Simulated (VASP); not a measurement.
Crystal: CdTe.

```xyz
2
Lattice="0.0000 3.2800 3.2800 3.2800 0.0000 3.2800 3.2800 3.2800 0.0000" Properties=species:S:1:pos:R:3 pbc="T T T"
Cd    0.0000    0.0000    0.0000
Te    1.6400    1.6400    1.6400
```

Program: VASP 6.6.1. Alike in all runs: task single point; potentials or basis VASP PAW PBE potentials, release 64 (Cd, Te); no spin polarisation; cell as given; k mesh 4 × 4 × 4; cutoff (eV) 520; smearing gaussian 0.01 eV.

**Question.** Order these runs on this cell by their band gap on the k mesh, lowest first.
A. level r2SCANh; share of exact exchange 0.1
B. level PBE0; share of exact exchange 0.25
C. level HSE06; share of exact exchange 0.25; screening parameter 0.2079 1/Å

**Answer.** C (1.44 eV), A (1.65 eV), B (2.12 eV).

Caveats: spin-orbit coupling is left out, which moves the levels of the heavy elements.
